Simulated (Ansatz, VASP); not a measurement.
Two plane-wave programs on BP

Contents of POSCAR:

```
BP
1.0
    0.0000000000      2.3481603960      2.3481603960
    2.3481603960      0.0000000000      2.3481603960
    2.3481603960      2.3481603960      0.0000000000
B P
1 1
Direct
    0.0000000000      0.0000000000      0.0000000000
    0.2500000000      0.2500000000      0.2500000000
```

INCAR.step1

```
PREC = Accurate
ENCUT = 520
ISMEAR = 0
SIGMA = 0.01
LREAL = F
LASPH = T
NELM = 100
NBANDS = 11
GGA = PE
ALGO = Normal
EDIFF = 1E-4
LWAVE = T
LCHARG = F
```

The input INCAR.step2:

```
PREC = Accurate
ENCUT = 520
EDIFF = 1E-7
ISMEAR = 0
SIGMA = 0.01
LREAL = F
LASPH = T
NELM = 100
ALGO = Normal
ISIF = 2
LWAVE = F
LCHARG = F
METAGGA = R2SCAN
LMIXTAU = T
NBANDS = 11
ISTART = 1
```

Contents of KPOINTS:

```
regular mesh
0
Gamma
  10 10 10
```

Input for Ansatz:

```yaml
crystal:
  lattice:
    - [0.0, 2.348160396, 2.348160396]
    - [2.348160396, 0.0, 2.348160396]
    - [2.348160396, 2.348160396, 0.0]
  atoms:
    - { symbol: B, position: [0.0, 0.0, 0.0] }
    - { symbol: P, position: [0.25, 0.25, 0.25] }
kpoints:
  mp_grid: { grid: [10, 10, 10] }
  band_path:
    path:
      - [0.0, 0.0, 0.0]
      - [-0.5, -0.5, 0.0]
      - [-0.375, -0.375, 0.25]
      - [-0.375, 0.0, 0.375]
      - [0.0, 0.0, 0.5]
      - [-0.5, -0.25, 0.25]
      - [0.0, 0.4, 0.4]
    npoints: 1
hamiltonian:
  xc: r2scan
scf:
  occupations: { method: fixed }
  n_extra_bands: 4
output:
  forces: true
  stress: true
  eigenvalues: true
```

Change from the starting cell: hydrostatic strain +3.5%.

Alike in both runs: task single point; functional r2SCAN; k mesh 10 × 10 × 10; no spin polarisation.

```csv
,VASP,Ansatz
version,VASP 6.6.1,Ansatz 0.2.0
potentials or method,"VASP PAW PBE potentials, release 64 (B, P)","plane waves, PAW"
plane-wave cutoff (eV),520,500
occupations,"gaussian, width 0.01 eV",fixed
valence electrons in the cell,8,8
```

|  | VASP | Ansatz | Ansatz less VASP |
| --- | --- | --- | --- |
| gap on the k mesh at the Fermi level (eV) | 1.58 | 1.55 | -0.031 |
| pressure (GPa) | -14.9 | -14.4 | +0.41 |

VASP's potentials were made for PBE, not for r2SCAN.
